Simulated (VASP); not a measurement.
# NaCl (Fm-3m) in VASP: further runs

Runs on NaCl. Level: r2SCAN. Tasks: relaxation of cell and atoms.

Everything below comes from runs of VASP 6.6.1. Logs are shortened: lines on timing, memory, paths and dates and some standing lists are left out, and cuts for length are marked.

**1. The cell of the first run**

The structure is cubic, space group Fm-3m (No. 225). Conventional cell: a = 5.608 Å, b = 5.608 Å, c = 5.608 Å, α = 90.00°, β = 90.00°, γ = 90.00°. Na (site symmetry m-3m) has 6 Cl at 2.80 Å within 3.7 Å. Cl (site symmetry m-3m) has 6 Na at 2.80 Å within 3.7 Å.

**2. Relaxation of cell and atoms, r2SCAN, target pressure 1 GPa, at which the enthalpy is minimised**

POSCAR

```
NaCl
1.0
    0.0000000000      2.8039808557      2.8039808557
    2.8039808557      0.0000000000      2.8039808557
    2.8039808557      2.8039808557      0.0000000000
Na Cl
1 1
Direct
    0.0000000000      0.0000000000      0.0000000000
    0.5000000000      0.5000000000      0.5000000000
```

INCAR.step1

```
SYSTEM = NaCl
PREC = Accurate
ENCUT = 600
ISMEAR = 0
SIGMA = 0.01
LREAL = .FALSE.
LASPH = .TRUE.
NELM = 60
GGA = PE
ALGO = Normal
EDIFF = 1E-4
LWAVE = .TRUE.
LCHARG = .FALSE.
```

INCAR.step2

```
SYSTEM = NaCl
PREC = Accurate
ENCUT = 600
EDIFF = 1E-7
ISMEAR = 0
SIGMA = 0.01
LREAL = .FALSE.
LASPH = .TRUE.
NELM = 60
ALGO = Normal
ISIF = 3
LWAVE = .FALSE.
LCHARG = .FALSE.
METAGGA = R2SCAN
LMIXTAU = .TRUE.
IBRION = 2
NSW = 100
EDIFFG = -0.002
PSTRESS = 10.0
ISTART = 1
```

KPOINTS

```
Automatic mesh
0
G
  8 8 8
  0 0 0
```

Potentials or basis: VASP PAW PBE potentials, release 64 (Na_pv, Cl).

Launch:

```console
$ cat potpaw_PBE.64/Na_pv/POTCAR potpaw_PBE.64/Cl/POTCAR > POTCAR
$ cp INCAR.step1 INCAR
$ mpirun -np 1 vasp_std > vasp.out
$ cp INCAR.step2 INCAR
$ mpirun -np 1 vasp_std > vasp.out
```

OUTCAR:

```text
SYSTEM = NaCl
   PREC = Accurate
   ENCUT = 600
   EDIFF = 1E-7
   ISMEAR = 0
   LREAL = .FALSE.
   LASPH = .TRUE.
   NELM = 60
   ISIF = 3
   METAGGA = R2SCAN
   IBRION = 2
   NSW = 100
   EDIFFG = -0.002
   PSTRESS = 10.0
   ISTART = 1

 ion  position               nearest neighbor table
   1  0.000  0.000  0.000-
   2  0.500  0.500  0.500-

  LATTYP: Found a face centered cubic cell.
 ALAT       =     5.6079617114

  Lattice vectors:

 A1 = (   0.0000000000,   2.8039808557,   2.8039808557)
 A2 = (   2.8039808557,   0.0000000000,   2.8039808557)
 A3 = (   2.8039808557,   2.8039808557,   0.0000000000)

Analysis of symmetry for initial positions (statically):
=====================================================================
 Subroutine PRICEL returns:
 Original cell was already a primitive cell.

 Routine SETGRP: Setting up the symmetry group for a
 face centered cubic supercell.

 Subroutine GETGRP returns: Found 48 space group operations
 (whereof 48 operations were pure point group operations)
 out of a pool of 48 trial point group operations.

The static configuration has the point symmetry O_h .

Analysis of symmetry for dynamics (positions and initial velocities):
=====================================================================
 Subroutine PRICEL returns:
 Original cell was already a primitive cell.

 Routine SETGRP: Setting up the symmetry group for a
 face centered cubic supercell.

 Subroutine GETGRP returns: Found 48 space group operations
 (whereof 48 operations were pure point group operations)
 out of a pool of 48 trial point group operations.

The dynamic configuration has the point symmetry O_h .

 Subroutine INISYM returns: Found 48 space group operations
 (whereof 48 operations are pure point group operations),
 and found     1 'primitive' translations

----------------------------------------------------------------------------------------

                                     Primitive cell

  volume of cell :      44.0915

  direct lattice vectors                    reciprocal lattice vectors
     0.000000000  2.803980856  2.803980856    -0.178317908  0.178317908  0.178317908
     2.803980856  0.000000000  2.803980856     0.178317908 -0.178317908  0.178317908
     2.803980856  2.803980856  0.000000000     0.178317908  0.178317908 -0.178317908

  length of vectors
     3.965427755  3.965427755  3.965427755     0.308855676  0.308855676  0.308855676

  position of ions in fractional coordinates (direct lattice)
     0.000000000  0.000000000  0.000000000
[... 97 lines left out ...]
     AMIX     =   0.40;   BMIX     =  1.00
     AMIX_MAG =   1.60;   BMIX_MAG =  1.00
  volume/ion in A,a.u.               =      22.05       148.77
  Fermi-wavevector in a.u.,A,eV,Ry     =   1.116861  2.110561 16.971615  1.247379
  Thomas-Fermi vector in A             =   2.253479
   LORBIT       =      0    0 simple, 1 ext, 2 COOP (PROOUT), +10 PAW based schemes
   METAGGA = R2SCAN    functional components
   LHFCALC =     F    Hartree Fock is set to
   AEXX    =    0.0000 exact exchange contribution
   IVDW    =     0    specifies the selected vdW correction
   LEPSILON=     F    determine dielectric tensor
   LRPA    =     F    only Hartree local field effects (RPA)
 conjugate gradient relaxation of ions
 non-spin polarized calculation
 Gauss-broadening in eV      SIGMA  =   0.01
  energy-cutoff  :      600.00
  volume of cell :       44.09
 maximum number of plane-waves:      1480
   NGX = 15   NGY = 15   NGZ = 15

--------------------------------------- Ionic step        1  -------------------------------------------

 number of electron      14.0000009 magnetization

 Free energy of the ion-electron system (eV)
  ---------------------------------------------------
  ext. energy  EPLUGINS =         0.00000000
  ---------------------------------------------------
  free energy    TOTEN  =       -13.79113284 eV

  energy without entropy =      -13.79113284  energy(sigma->0) =      -13.79113284

------------------------ aborting loop because EDIFF is reached ----------------------------------------

  FORCE on cell =-STRESS in cart. coord.  units (eV):
  Direction    XX          YY          ZZ          XY          YZ          ZX
  --------------------------------------------------------------------------------------
  -------------------------------------------------------------------------------------
  Total       -0.0586829     -0.0586829     -0.0586829     -0.0000000      0.0000000      0.0000000
  in kB       -2.1323924     -2.1323924     -2.1323924     -0.0000000      0.0000000      0.0000000
  external PRESSURE =     -12.1323924 kB  Pullay stress =      10.0000000 kB
[... 139 lines left out ...]
--------------------------------------- Ionic step        5  -------------------------------------------

 number of electron      14.0000002 magnetization

 Free energy of the ion-electron system (eV)
  ---------------------------------------------------
  ext. energy  EPLUGINS =         0.00000000
  ---------------------------------------------------
  free energy    TOTEN  =       -13.78745507 eV

  energy without entropy =      -13.78745507  energy(sigma->0) =      -13.78745507

 E-fermi :  -0.7561     XC(G=0):  -8.9168

 val. band max:       -0.8179484115   @ k =   0.0000   0.0000   0.0000
 cond. band min:       5.3534350367   @ k =   0.0000   0.0000   0.0000
 fundamental gap:      6.1713834481
 Fermi energy:        -0.7560514854

 k-point     1 :       0.0000    0.0000    0.0000
  band No.  band energies     occupation
      1     -22.2385      2.00000
      2     -22.2381      2.00000
      3     -22.2381      2.00000
      4     -14.1792      2.00000
      5      -0.8180      2.00000
      6      -0.8179      2.00000
      7      -0.8179      2.00000
      8       5.3534      0.00000
      9      10.9930      0.00000
     10      10.9930      0.00000
     11      10.9930      0.00000
[... 309 lines left out ...]
 k-point    24 :      -0.3750    0.2500    0.1250
  band No.  band energies     occupation
      1     -22.2679      2.00000
      2     -22.2480      2.00000
      3     -22.2432      2.00000
      4     -13.7378      2.00000
      5      -2.6304      2.00000
      6      -1.6759      2.00000
      7      -1.2907      2.00000
      8       8.3527      0.00000
      9       9.8494      0.00000
     10      10.4912      0.00000
     11      11.9848      0.00000

 [... further k-points ...]

------------------------ aborting loop because EDIFF is reached ----------------------------------------

  FORCE on cell =-STRESS in cart. coord.  units (eV):
  Direction    XX          YY          ZZ          XY          YZ          ZX
  --------------------------------------------------------------------------------------
  -------------------------------------------------------------------------------------
  Total        0.2646495      0.2646495      0.2646495     -0.0000000      0.0000000      0.0000000
  in kB       10.0166530     10.0166530     10.0166530     -0.0000000      0.0000000      0.0000000
  external PRESSURE =       0.0166530 kB  Pullay stress =      10.0000000 kB
[... 21 lines left out ...]
  energy  without entropy=      -13.7874550734  energy(sigma->0) =      -13.78745507

  enthalpy is  TOTEN    =       -13.5232455727 eV   P V=        0.2642095007

 reached required accuracy - stopping structural energy minimisation
```

OUTCAR.step1:

```text
SYSTEM = NaCl
   PREC = Accurate
   ENCUT = 600
   ISMEAR = 0
   LREAL = .FALSE.
   LASPH = .TRUE.
[... 557 lines left out ...]
      0.00000      0.00000      0.00000         0.000000      0.000000      0.000000
      2.80398      2.80398      2.80398         0.000000      0.000000      0.000000
 -----------------------------------------------------------------------------------
    total drift:                                0.000000     -0.000000     -0.000000

  FREE ENERGIE OF THE ION-ELECTRON SYSTEM (eV)
  ---------------------------------------------------
  free  energy   TOTEN  =        -6.7700970921 eV

  energy  without entropy=       -6.7700970921  energy(sigma->0) =       -6.77009709
```

OSZICAR.step1:

```text
N       E                     dE             d eps       ncg     rms          rms(c)
DAV:   1     0.103371537962E+03    0.10337E+03   -0.78608E+03   644   0.145E+03
DAV:   2     0.210959213548E+01   -0.10126E+03   -0.95151E+02   731   0.296E+02
DAV:   3    -0.676878413570E+01   -0.88784E+01   -0.88182E+01   781   0.846E+01
DAV:   4    -0.696130106389E+01   -0.19252E+00   -0.19231E+00   743   0.138E+01
DAV:   5    -0.696506188374E+01   -0.37608E-02   -0.37603E-02   814   0.186E+00    0.215E+00
DAV:   6    -0.677620281763E+01    0.18886E+00   -0.37831E-01   745   0.420E+00    0.162E+00
DAV:   7    -0.676460472607E+01    0.11598E-01   -0.91334E-02   770   0.209E+00    0.108E+00
DAV:   8    -0.677015383942E+01   -0.55491E-02   -0.93639E-03   659   0.107E+00    0.244E-01
DAV:   9    -0.677009709205E+01    0.56747E-04   -0.19226E-04   768   0.141E-01
   1 F= -.67700971E+01 E0= -.67700971E+01  d E =-.184853E-56
```

Run time: 2 min. Hardware: 1 thread of Intel Xeon 6975P-C (Granite Rapids), shared host; peak memory 0.18 GiB.

Results:

```yaml
Free_energy: -13.7875 eV
Relaxed_volume: 21.17 Å³/atom
Relaxed_cell: a = 3.912 Å, b = 3.912 Å, c = 3.912 Å, α = 60.00°, β = 60.00°, γ = 60.00°
Space_group_after_relaxing_to_0.1_Å: Fm-3m (No. 225)
Energy_change_on_relaxing_the_run_minimises_the_enthalpy: +1.8 meV/atom
Ionic_steps: 5
Pressure_after_relaxing: 1.0 GPa
Band_gap_on_the_k_mesh: 6.17 eV
```

Step by step:
| step | energy change (eV) | largest force (eV/Å) | pressure (GPa) | volume (Å³) |
| --- | --- | --- | --- | --- |
| 1 | 0.0000 | 0.0000 | -0.21 | 44.09 |
| 2 | 0.0006 | 0.0000 | 0.50 | 43.03 |
| 3 | 0.0023 | 0.0000 | 0.81 | 42.60 |
| 4 | 0.0080 | 0.0000 | 1.43 | 41.73 |
| 5 | 0.0037 | 0.0000 | 1.00 | 42.33 |

Final structure:
```cif
data_structure
_symmetry_space_group_name_H-M 'P 1'
_symmetry_Int_Tables_number 1
_cell_length_a 3.9119
_cell_length_b 3.9119
_cell_length_c 3.9119
_cell_angle_alpha 60.000
_cell_angle_beta 60.000
_cell_angle_gamma 60.000
_cell_volume 42.33
loop_
_atom_site_label
_atom_site_type_symbol
_atom_site_fract_x
_atom_site_fract_y
_atom_site_fract_z
_atom_site_occupancy
Na1 Na 0.00000 0.00000 0.00000 1
Cl1 Cl 0.50000 0.50000 0.50000 1
```

Levels at points of the mesh, in eV from the valence-band top:
```
           k point  band 3  band 4  band 5  band 6  band 7  band 8  band 9  band 10  band 11
(0.00, 0.00, 0.00)  -21.42  -13.36    0.00    0.00    0.00    6.17   11.81    11.81    11.81
(0.50, 0.00, 0.00)  -21.42  -12.96   -2.10   -0.31   -0.31    8.05   11.91    11.91    12.11
(0.50, 0.50, 0.00)  -21.43  -12.90   -1.84   -0.67   -0.67    8.56    8.61    12.66    16.26
```

Caveat: the cell is relaxed towards a set pressure, so the run minimises the enthalpy, not the energy; the PAW data sets were made with another functional, which shifts forces and pressure a little.

**3. Relaxation of cell and atoms, r2SCAN, target pressure 2 GPa, at which the enthalpy is minimised**

POSCAR is that of step 2.

INCAR.step1

```
ALGO     = Normal         # electronic algorithm
EDIFF    = 1E-4           # SCF threshold, eV
ENCUT    = 600            # plane-wave cutoff, eV
GGA      = PE             # functional
ISMEAR   = 0              # smearing method
LASPH    = True           # aspherical terms in the spheres
LCHARG   = False          # write CHGCAR
LREAL    = False          # projectors in reciprocal space
LWAVE    = True           # write WAVECAR
NELM     = 60             # most SCF steps
PREC     = Accurate       # precision mode
SIGMA    = 0.01           # smearing width, eV
```

INCAR.step2

```
ALGO     = Normal         # electronic algorithm
EDIFF    = 1E-7           # SCF threshold, eV
EDIFFG   = -0.002         # ionic threshold
ENCUT    = 600            # plane-wave cutoff, eV
IBRION   = 2              # ionic algorithm
ISIF     = 3              # what is computed and relaxed
ISMEAR   = 0              # smearing method
ISTART   = 1            
LASPH    = True           # aspherical terms in the spheres
LCHARG   = False          # write CHGCAR
LMIXTAU  = True         
LREAL    = False          # projectors in reciprocal space
LWAVE    = False          # write WAVECAR
METAGGA  = R2SCAN         # meta-GGA
NELM     = 60             # most SCF steps
NSW      = 100            # ionic steps
PREC     = Accurate       # precision mode
PSTRESS  = 20.0         
SIGMA    = 0.01           # smearing width, eV
```

KPOINTS

```
k-points
0
Gamma
  8 8 8
```

Potentials or basis: VASP PAW PBE potentials, release 64 (Na_pv, Cl).

Launch:

```console
$ cat potpaw_PBE.64/Na_pv/POTCAR potpaw_PBE.64/Cl/POTCAR > POTCAR
$ cp INCAR.step1 INCAR
$ mpirun -np 1 vasp_std > vasp.out
$ cp INCAR.step2 INCAR
$ mpirun -np 1 vasp_std > vasp.out
```

Wall time 3 min (1 thread of Intel Xeon 6975P-C (Granite Rapids), shared host); peak memory 0.18 GiB.

Results (log left out):

* Free energy: -13.7757 eV
* Relaxed volume: 20.50 Å³/atom
* Relaxed cell: a = 3.871 Å, b = 3.871 Å, c = 3.871 Å, α = 60.00°, β = 60.00°, γ = 60.00°
* Space group after relaxing (to 0.1 Å): Fm-3m (No. 225)
* Energy change on relaxing (the run minimises the enthalpy): +7.7 meV/atom
* Ionic steps: 18
* Pressure after relaxing: 2.0 GPa
* Band gap on the k mesh: 6.32 eV

The path:
| step | energy change (eV) | largest force (eV/Å) | pressure (GPa) | volume (Å³) |
| --- | --- | --- | --- | --- |
| 1 | 0.0000 | 0.0000 | -0.21 | 44.09 |
| 2 | 0.0046 | 0.0000 | 1.12 | 42.18 |
| 3 | 0.0118 | 0.0000 | 1.72 | 41.33 |
| 4 | 0.0160 | 0.0000 | 2.02 | 40.96 |
| 5 | 0.0153 | 0.0000 | 1.98 | 41.02 |
| 6 | 0.0153 | 0.0000 | 1.98 | 41.02 |
| 7 | 0.0153 | 0.0000 | 1.98 | 41.02 |
| 8 | 0.0153 | 0.0000 | 1.98 | 41.02 |
| 9 | 0.0153 | 0.0000 | 1.98 | 41.02 |
| 10 | 0.0153 | 0.0000 | 1.98 | 41.02 |
| 11 | 0.0153 | 0.0000 | 1.98 | 41.02 |
| 12 | 0.0153 | 0.0000 | 1.98 | 41.02 |
| 13 | 0.0153 | 0.0000 | 1.98 | 41.02 |
| 14 | 0.0153 | 0.0000 | 1.97 | 41.02 |
| 15 | 0.0153 | 0.0000 | 1.97 | 41.02 |
| 16 | 0.0153 | 0.0000 | 1.97 | 41.02 |
| 17 | 0.0153 | 0.0000 | 1.98 | 41.01 |
| 18 | 0.0154 | 0.0000 | 1.99 | 41.01 |

Final structure:
```yaml
crystal:
  lattice:
    - [0.00000, 2.73702, 2.73702]
    - [2.73702, 0.00000, 2.73702]
    - [2.73702, 2.73702, 0.00000]
  atoms:
    - { symbol: Na, position: [0.00000, 0.00000, 0.00000] }
    - { symbol: Cl, position: [0.50000, 0.50000, 0.50000] }
```

Levels at points of the mesh, in eV from the valence-band top:
```tsv
k point	band 4	band 5	band 6	band 7	band 8	band 9	band 10	band 11
(0.00, 0.00, 0.00)	-13.44	0.00	0.00	0.00	6.32	11.83	11.83	11.83
(0.50, 0.00, 0.00)	-13.00	-2.21	-0.34	-0.34	8.11	11.98	11.98	12.39
(0.50, 0.50, 0.00)	-12.95	-1.94	-0.70	-0.70	8.52	8.70	12.91	16.37
```

Caveat: the cell is relaxed towards a set pressure, so the run minimises the enthalpy, not the energy; the PAW data sets were made with another functional, which shifts forces and pressure a little.

**4. Relaxation of cell and atoms, r2SCAN, target pressure 4 GPa, at which the enthalpy is minimised**

POSCAR is that of step 3.

INCAR.step1

```
  PREC = Accurate
  ENCUT = 600
  ISMEAR = 0
  SIGMA = 0.01
  LREAL = F
  LASPH = T
  NELM = 80
  GGA = PE
  ALGO = Normal
  EDIFF = 1E-4
  LWAVE = T
  LCHARG = F
```

INCAR.step2

```
  PREC = Accurate
  ENCUT = 600
  EDIFF = 1E-6
  ISMEAR = 0
  SIGMA = 0.01
  LREAL = F
  LASPH = T
  NELM = 80
  ALGO = Normal
  ISIF = 3
  LWAVE = F
  LCHARG = F
  METAGGA = R2SCAN
  LMIXTAU = T
  IBRION = 2
  NSW = 100
  EDIFFG = -0.002
  PSTRESS = 40.0
  ISTART = 1
```

KPOINTS

```
Automatic mesh
0
Gamma
  8 8 8
```

Launch:

```console
$ cat potpaw_PBE.64/Na_pv/POTCAR potpaw_PBE.64/Cl/POTCAR > POTCAR
$ cp INCAR.step1 INCAR
$ mpirun -np 1 vasp_std > vasp.out
$ cp INCAR.step2 INCAR
$ mpirun -np 1 vasp_std > vasp.out
```

Run time: 3 min. Hardware: 1 thread of Intel Xeon 6975P-C (Granite Rapids), shared host; peak memory 0.18 GiB.

It converged, with:

| Property | Result |
| --- | --- |
| Free energy | -13.7434 eV |
| Relaxed volume | 19.61 Å³/atom |
| Relaxed cell | a = 3.813 Å, b = 3.813 Å, c = 3.813 Å, α = 60.00°, β = 60.00°, γ = 60.00° |
| Space group after relaxing (to 0.1 Å) | Fm-3m (No. 225) |
| Energy change on relaxing (the run minimises the enthalpy) | +23.9 meV/atom |
| Ionic steps | 18 |
| Pressure after relaxing | 4.0 GPa |
| Band gap on the k mesh | 6.54 eV |

The path:
| step | energy change (eV) | largest force (eV/Å) | pressure (GPa) | volume (Å³) |
| --- | --- | --- | --- | --- |
| 1 | 0.0000 | 0.0000 | -0.21 | 44.09 |
| 2 | 0.0224 | 0.0000 | 2.43 | 40.49 |
| 3 | 0.0506 | 0.0000 | 4.11 | 39.09 |
| 4 | 0.0482 | 0.0000 | 4.02 | 39.19 |
| 5 | 0.0459 | 0.0000 | 3.91 | 39.28 |
| 6 | 0.0460 | 0.0000 | 3.90 | 39.28 |
| 7 | 0.0461 | 0.0000 | 3.89 | 39.28 |
| 8 | 0.0461 | 0.0000 | 3.92 | 39.28 |
| 9 | 0.0461 | 0.0000 | 3.92 | 39.28 |
| 10 | 0.0461 | 0.0000 | 3.92 | 39.28 |
| 11 | 0.0461 | 0.0000 | 3.92 | 39.28 |
| 12 | 0.0461 | 0.0000 | 3.92 | 39.28 |
| 13 | 0.0461 | 0.0000 | 3.91 | 39.28 |
| 14 | 0.0462 | 0.0000 | 3.91 | 39.27 |
| 15 | 0.0463 | 0.0000 | 3.89 | 39.27 |
| 16 | 0.0465 | 0.0000 | 3.94 | 39.26 |
| 17 | 0.0469 | 0.0000 | 3.96 | 39.24 |
| 18 | 0.0477 | 0.0000 | 4.00 | 39.21 |

Final structure:
```cif
data_structure
_symmetry_space_group_name_H-M 'P 1'
_symmetry_Int_Tables_number 1
_cell_length_a 3.8133
_cell_length_b 3.8133
_cell_length_c 3.8133
_cell_angle_alpha 60.000
_cell_angle_beta 60.000
_cell_angle_gamma 60.000
_cell_volume 39.21
loop_
_atom_site_label
_atom_site_type_symbol
_atom_site_fract_x
_atom_site_fract_y
_atom_site_fract_z
_atom_site_occupancy
Na1 Na 0.00000 0.00000 0.00000 1
Cl1 Cl 0.50000 0.50000 0.50000 1
```

Levels at points of the mesh, in eV from the valence-band top:
```csv
k point,band 5,band 6,band 7,band 8,band 9,band 10
"(0.00, 0.00, 0.00)",0.00,0.00,0.00,6.54,11.86,11.86
"(0.50, 0.00, 0.00)",-2.37,-0.37,-0.37,8.19,12.08,12.08
"(0.50, 0.50, 0.00)",-2.07,-0.75,-0.75,8.46,8.83,13.28
```

Caveat: the cell is relaxed towards a set pressure, so the run minimises the enthalpy, not the energy; the PAW data sets were made with another functional, which shifts forces and pressure a little.

(Part 1 of 2 ends here.)
